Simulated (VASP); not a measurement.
# BaTiO3 (R3m) in VASP: single point with r2SCAN

Aim: the single point of BaTiO3 with r2SCAN.

Everything below comes from runs of VASP 6.6.1. Logs are shortened: lines on timing, memory, paths and dates and some standing lists are left out, and cuts for length are marked.

### Step 1. The cell of the first run

Symmetry: R3m, No. 160, trigonal system. Conventional cell: a = 5.619 Å, b = 5.619 Å, c = 6.909 Å, α = 90.00°, β = 90.00°, γ = 120.00°. Within 3.7 Å of Ba (site symmetry 3m) lie 12 O at 2.77 to 2.87 Å and 8 Ti at 3.36 to 3.55 Å. Ti (site symmetry 3m) has 6 O at 1.86 to 2.12 Å within 2.5 Å. O (site symmetry m) has 2 Ti at 1.86 to 2.12 Å within 2.5 Å.

### Step 2. Single point, r2SCAN

POSCAR

```
BaTiO3
1.0
    3.9889639800      3.9786796600      0.0000000000
    0.0205487600      3.9889341700      3.9786597900
    3.9889639800      0.0102545100      3.9786597900
Ba Ti O
2 2 6
Direct
    0.0000000000      0.0000000000      0.0000000000
    0.5000000000      0.5000000000      0.5000000000
    0.2430000000      0.2430000000      0.2430000000
    0.7430000000      0.7430000000      0.7430000000
    0.4991500000      0.0092500000      0.0092500000
    0.9991500000      0.5092500000      0.5092500000
    0.0092500000      0.4991500000      0.0092500000
    0.5092500000      0.9991500000      0.5092500000
    0.0092500000      0.0092500000      0.4991500000
    0.5092500000      0.5092500000      0.9991500000
```

INCAR.step1

```
PREC = Accurate
ENCUT = 520
ISMEAR = -1
SIGMA = 0.1018
LREAL = F
LASPH = T
NELM = 80
NBANDS = 51
GGA = PE
ALGO = Normal
EDIFF = 1E-4
LWAVE = T
LCHARG = F
```

INCAR.step2

```
PREC = Accurate
ENCUT = 520
EDIFF = 1E-6
ISMEAR = -1
SIGMA = 0.1018
LREAL = F
LASPH = T
NELM = 80
ALGO = Normal
ISIF = 2
LWAVE = F
LCHARG = T
METAGGA = R2SCAN
LMIXTAU = T
LELF = T
LVHAR = T
NBANDS = 51
ISTART = 1
```

KPOINTS

```
regular mesh
0
Gamma
  6 6 6
```

Potentials or basis: VASP PAW PBE potentials, release 64 (Ba_sv, Ti_sv, O).

Run with:

```
$ cat potpaw_PBE.64/Ba_sv/POTCAR potpaw_PBE.64/Ti_sv/POTCAR potpaw_PBE.64/O/POTCAR > POTCAR
$ cp INCAR.step1 INCAR
$ mpirun -np 1 vasp_std > vasp.out
$ cp INCAR.step2 INCAR
$ mpirun -np 1 vasp_std > vasp.out
```

OUTCAR:

```text
PREC = Accurate
   ENCUT = 520
   EDIFF = 1E-6
   ISMEAR = -1
   LREAL = F
   LASPH = T
   NELM = 80
   ISIF = 2
   METAGGA = R2SCAN
   ISTART = 1

 ion  position               nearest neighbor table
   1  0.000  0.000  0.000-   9 2.77   5 2.77   7 2.77   8 2.81   8 2.81  10 2.81  10 2.81   6 2.81
                             6 2.81   9 2.87   5 2.87   7 2.87   3 3.36   4 3.41   4 3.41   4 3.41
   2  0.500  0.500  0.500-  10 2.77   6 2.77   8 2.77   7 2.81   7 2.81   9 2.81   9 2.81   5 2.81
                             5 2.81  10 2.87   6 2.87   8 2.87   4 3.36   3 3.41   3 3.41   3 3.41
   3  0.243  0.243  0.243-   5 1.86   7 1.86   9 1.86   6 2.12   8 2.12  10 2.12   1 3.36   2 3.41
                             2 3.41   2 3.41   1 3.48   1 3.48   1 3.48   2 3.55
   4  0.743  0.743  0.743-   6 1.86   8 1.86  10 1.86   5 2.12   7 2.12   9 2.12   2 3.36   1 3.41
                             1 3.41   1 3.41   2 3.48   2 3.48   2 3.48   1 3.55
   5  0.499  0.009  0.009-   3 1.86   4 2.12   1 2.77   2 2.81   2 2.81   1 2.87
   6  0.999  0.509  0.509-   4 1.86   3 2.12   2 2.77   1 2.81   1 2.81   2 2.87
   7  0.009  0.499  0.009-   3 1.86   4 2.12   1 2.77   2 2.81   2 2.81   1 2.87
   8  0.509  0.999  0.509-   4 1.86   3 2.12   2 2.77   1 2.81   1 2.81   2 2.87
   9  0.009  0.009  0.499-   3 1.86   4 2.12   1 2.77   2 2.81   2 2.81   1 2.87
  10  0.509  0.509  0.999-   4 1.86   3 2.12   2 2.77   1 2.81   1 2.81   2 2.87

  LATTYP: Found a trigonal (rhomboedric) cell.
 ALAT       =     5.6339818769
 COS(alpha) =     0.5025754905

  Lattice vectors:

 A1 = (   3.9889639800,   3.9786796600,   0.0000000000)
 A2 = (   0.0205487600,   3.9889341700,   3.9786597900)
 A3 = (   3.9889639800,   0.0102545100,   3.9786597900)

Analysis of symmetry for initial positions (statically):
=====================================================================
 Subroutine PRICEL returns following result:

  LATTYP: Found a trigonal (rhomboedric) cell.
 ALAT       =     3.9786929260
 COS(alpha) =     0.0025823506

  Lattice vectors:

 A1 = (  -0.0102743800,  -3.9786796600,   0.0000000000)
 A2 = (  -3.9786896000,   0.0000000000,   0.0000000000)
 A3 = (  -0.0102743800,  -0.0102545100,  -3.9786597900)

   2 primitive cells build up your supercell.

 Routine SETGRP: Setting up the symmetry group for a
 trigonal (rhombohedral) supercell.

 Subroutine GETGRP returns: Found  6 space group operations
 (whereof  6 operations were pure point group operations)
 out of a pool of 12 trial point group operations.

The static configuration has the point symmetry C_3v.

Analysis of symmetry for dynamics (positions and initial velocities):
=====================================================================
 Subroutine PRICEL returns following result:

  LATTYP: Found a trigonal (rhomboedric) cell.
 ALAT       =     3.9786929260
 COS(alpha) =     0.0025823506

  Lattice vectors:

 A1 = (  -0.0102743800,  -3.9786796600,   0.0000000000)
 A2 = (  -3.9786896000,   0.0000000000,   0.0000000000)
 A3 = (  -0.0102743800,  -0.0102545100,  -3.9786597900)

   2 primitive cells build up your supercell.

 Routine SETGRP: Setting up the symmetry group for a
 trigonal (rhombohedral) supercell.

 Subroutine GETGRP returns: Found  6 space group operations
 (whereof  6 operations were pure point group operations)
 out of a pool of 12 trial point group operations.

The dynamic configuration has the point symmetry C_3v.

 Subroutine INISYM returns: Found  6 space group operations
 (whereof  6 operations are pure point group operations),
 and found     2 'primitive' translations

----------------------------------------------------------------------------------------

                                     Primitive cell

  volume of cell :      62.9819

  direct lattice vectors                    reciprocal lattice vectors
    -0.010274380 -3.978679660  0.000000000     0.000000000 -0.251339662  0.000647797
    -3.978689600  0.000000000  0.000000000    -0.251339034  0.000649048  0.000647378
    -0.010274380 -0.010254510 -3.978659790     0.000000000  0.000000000 -0.251340917

  length of vectors
     3.978692926  3.978689600  3.978686271     0.251340497  0.251340706  0.251340917

  position of ions in fractional coordinates (direct lattice)
     0.000000000  0.000000000  0.000000000
     0.514000000  0.514000000  0.514000000
     0.491600000  0.491600000  0.981500000
     0.491600000  0.981500000  0.491600000
     0.981500000  0.491600000  0.491600000

  ion indices of the primitive-cell ions
   primitive index   ion index
                 1           1
                 2           3
                 3           5
                 4           7
                 5           9

----------------------------------------------------------------------------------------

 KPOINTS: regular mesh

Automatic generation of k-mesh.
 Grid dimensions read from file:
 generate k-points for:    6    6    6

 Generating k-lattice:

  Cartesian coordinates                     Fractional coordinates (reciprocal lattice)
     0.020944919  0.020890885 -0.021053008     0.166666667  0.000000000  0.000000000
    -0.020944919  0.020999059  0.020945041    -0.000000000  0.166666667  0.000000000
     0.020944919 -0.020999059  0.020945111     0.000000000  0.000000000  0.166666667

  Length of vectors
     0.036309060  0.036309020  0.036309060

  Shift w.r.t. Gamma in fractional coordinates (k-lattice)
     0.000000000  0.000000000  0.000000000

 Subroutine IBZKPT returns following result:
 ===========================================

 Found     32 irreducible k-points:

 Following reciprocal coordinates:
            Coordinates               Weight
  0.000000  0.000000  0.000000      1.000000
  0.166667 -0.000000  0.000000      6.000000
  0.333333 -0.000000 -0.000000      6.000000
  0.500000 -0.000000  0.000000      3.000000
  0.166667  0.166667 -0.000000      6.000000
  0.333333  0.166667 -0.000000     12.000000
[... 16 lines left out ...]
  0.500000  0.500000  0.166667      6.000000
 -0.333333  0.500000  0.166667     12.000000
 [... further k-points ...]
   k-points           NKPTS =     32   k-points in BZ     NKDIM =     32   number of bands    NBANDS=     51
   number of dos      NEDOS =    301   number of ions     NIONS =     10
   total plane-waves  NPLWV =  74088
   dimension x,y,z NGX =    42 NGY =   42 NGZ =   42
   dimension x,y,z NGXF=    84 NGYF=   84 NGZF=   84
   ions per type =               2   2   6
   NGX,Y,Z   is equivalent  to a cutoff of  12.39, 12.39, 12.39 a.u.
   NGXF,Y,Z  is equivalent  to a cutoff of  24.79, 24.79, 24.79 a.u.
 SYSTEM =  unknown system
   PREC   = accura    normal or accurate (medium, high low for compatibility)
   ISTART =      1    job   : 0-new  1-cont  2-samecut
   ICHARG =      0    charge: 1-file 2-atom 10-const
   ISPIN  =      1    spin polarized calculation?
   LNONCOLLINEAR =      F non collinear calculations
   LSORBIT =      F    spin-orbit coupling
   LASPH  =      T    aspherical Exc in radial PAW
   ENCUT  =  520.0 eV  38.22 Ry    6.18 a.u.  10.48 10.48 10.48*2*pi/ulx,y,z
   NELM   =     80;   NELMIN=  2; NELMDL=  0     # of ELM steps
   EDIFF  = 0.1E-05   stopping-criterion for ELM
   LREAL  =      F    real-space projection
   EDIFFG = 0.1E-04   stopping-criterion for IOM
   NSW    =      0    number of steps for IOM
   IBRION =     -1    ionic relax: 0-MD 1-quasi-New 2-CG
   NFREE  =      0    steps in history (QN), initial steepest desc. (CG)
   ISIF   =      2    stress and relaxation
   ISYM   =      2    0-nonsym 1-usesym 2-fastsym
   POTIM  = 0.5000    time-step for ionic-motion
   TEBEG  =    0.0;   TEEND  =   0.0 temperature during run
   PSTRESS=    0.0 pullay stress
   NELECT =      80.0000    total number of electrons
   NUPDOWN=      -1.0000    fix difference up-down
   EMIN   =  10.00;   EMAX   =-10.00  energy-range for DOS
   EFERMI =   0.00;   METHOD = LEGACY
   ISMEAR =    -1;   SIGMA  =   0.10  broadening in eV -4-tet -1-fermi 0-gaus
   EFERMI_NEDOS =   21; number of points for ismear=-14 and -15
   IALGO  =     38    algorithm
   IMIX   =      4    mixing-type and parameters
     AMIX     =   0.40;   BMIX     =  1.00
     AMIX_MAG =   1.60;   BMIX_MAG =  1.00
  volume/ion in A,a.u.               =      12.60        85.00
  Fermi-wavevector in a.u.,A,eV,Ry     =   1.407201  2.659225 26.942466  1.980215
  Thomas-Fermi vector in A             =   2.529484
   LORBIT       =      0    0 simple, 1 ext, 2 COOP (PROOUT), +10 PAW based schemes
   METAGGA = R2SCAN    functional components
   LHFCALC =     F    Hartree Fock is set to
   AEXX    =    0.0000 exact exchange contribution
   IVDW    =     0    specifies the selected vdW correction
   LEPSILON=     F    determine dielectric tensor
   LRPA    =     F    only Hartree local field effects (RPA)
 non-spin polarized calculation
  energy-cutoff  :      520.00
  volume of cell :      125.96
 maximum number of plane-waves:      3419
 NGX is ok and might be reduce to    42
   NGX = 21   NGY = 21   NGZ = 21

 number of electron      79.9999994 magnetization

 Free energy of the ion-electron system (eV)
  ---------------------------------------------------
  ext. energy  EPLUGINS =         0.00000000
  ---------------------------------------------------
  free energy    TOTEN  =      -148.41702785 eV

  energy without entropy =     -148.41702705  energy(sigma->0) =     -148.41702745

 E-fermi :   5.0465     XC(G=0): -12.0029

 val. band max:        3.6126051283   @ k =   0.0000   0.0000   0.0000
 cond. band min:       6.4133986043   @ k =   0.0000   0.0000   0.0000
 fundamental gap:      2.8007934759
 Fermi energy:         5.0465290872

 k-point     1 :       0.0000    0.0000    0.0000
  band No.  band energies     occupation
      1     -54.8158      2.00000
      2     -54.8119      2.00000
      3     -30.0913      2.00000
      4     -30.0913      2.00000
      5     -30.0855      2.00000
      6     -30.0331      2.00000
[... 43 lines left out ...]
     50       9.2547      0.00000
     51      10.9933      0.00000
[... 1240 lines left out ...]
     50      11.6453      0.00000
     51      11.6758      0.00000

 [... further k-points ...]

------------------------ aborting loop because EDIFF is reached ----------------------------------------

  FORCE on cell =-STRESS in cart. coord.  units (eV):
  Direction    XX          YY          ZZ          XY          YZ          ZX
  --------------------------------------------------------------------------------------
  -------------------------------------------------------------------------------------
  Total        6.0453147      6.0460095      6.0466697     -0.1326744     -0.1319815     -0.1323327
  in kB       76.8924431     76.9012817     76.9096778     -1.6875318     -1.6787177     -1.6831852
  external PRESSURE =      76.9011342 kB  Pullay stress =       0.0000000 kB

 VOLUME and BASIS-vectors are now :
 -----------------------------------------------------------------------------
  energy-cutoff  :      520.00
  volume of cell :      125.96
      direct lattice vectors                 reciprocal lattice vectors
     3.988963980  3.978679660  0.000000000     0.125669517  0.125345307 -0.126318046
     0.020548760  3.988934170  3.978659790    -0.125669517  0.125994355  0.125670249
     3.988963980  0.010254510  3.978659790     0.125669517 -0.125994355  0.125670668

 POSITION                                       TOTAL-FORCE (eV/Angst)
 -----------------------------------------------------------------------------------
      0.00000      0.00000      0.00000        -0.038988     -0.038887     -0.038787
      3.99924      3.98893      3.97866        -0.038988     -0.038887     -0.038787
      1.94363      1.93862      1.93363         0.226857      0.226272      0.225689
      5.94287      5.92756      5.91229         0.226857      0.226272      0.225689
      2.02818      2.02295      0.07361         0.064246      0.064079     -0.316693
      6.02742      6.01188      4.05226         0.064246      0.064079     -0.316693
      0.08405      2.02797      2.02275        -0.316360      0.065063      0.064895
      4.08329      6.01691      6.00141        -0.316360      0.065063      0.064895
      2.02818      0.07882      2.02275         0.064246     -0.316527      0.064895
      6.02742      4.06775      6.00141         0.064246     -0.316527      0.064895
 -----------------------------------------------------------------------------------
    total drift:                               -0.001606     -0.001523     -0.001767

  FREE ENERGIE OF THE ION-ELECTRON SYSTEM (eV)
  ---------------------------------------------------
  free  energy   TOTEN  =      -148.4170278525 eV

  energy  without entropy=     -148.4170270460  energy(sigma->0) =     -148.41702745
```

It took 8.8 min on 1 thread of Intel Xeon Platinum 8488C (Sapphire Rapids), shared host; peak memory 0.39 GiB.

Results:

```yaml
Free_energy: -148.4170 eV
Pressure: 7.7 GPa
Largest_force: 0.392 eV/Å
Band_gap_on_the_k_mesh: 2.80 eV
```

Forces in eV/Å, atoms in the order of the input:
```
Ba  -0.039 -0.039 -0.039
Ba  -0.039 -0.039 -0.039
Ti   0.227  0.226  0.226
Ti   0.227  0.226  0.226
O    0.064  0.064 -0.317
O    0.064  0.064 -0.317
O   -0.316  0.065  0.065
O   -0.316  0.065  0.065
O    0.064 -0.317  0.065
O    0.064 -0.317  0.065
```

Stress tensor (GPa, compression positive):
```
 7.69 -0.17 -0.17
-0.17  7.69 -0.17
-0.17 -0.17  7.69
```

Levels at points of the mesh, in eV from the valence-band top:
```tsv
k point	band 36	band 37	band 38	band 39	band 40	band 41	band 42	band 43	band 44	band 45
(0.00, 0.00, 0.00)	-0.38	-0.38	-0.02	-0.02	0.00	2.80	2.80	2.92	4.86	4.92
(0.50, 0.00, 0.00)	-0.78	-0.68	-0.68	-0.61	-0.61	3.81	3.81	4.02	4.02	4.06
(0.50, 0.50, 0.00)	-0.97	-0.89	-0.87	-0.85	-0.10	2.97	4.27	4.34	4.35	4.36
(0.50, 0.50, 0.50)	-0.77	-0.77	-0.77	-0.60	-0.60	4.00	4.00	4.01	4.01	4.01
```

Caveat: the cell stands under pressure; the PAW data sets were made with another functional, which shifts forces and pressure a little; spin-orbit coupling is left out, which moves the levels of the heavy elements. A k mesh can miss the band edges.
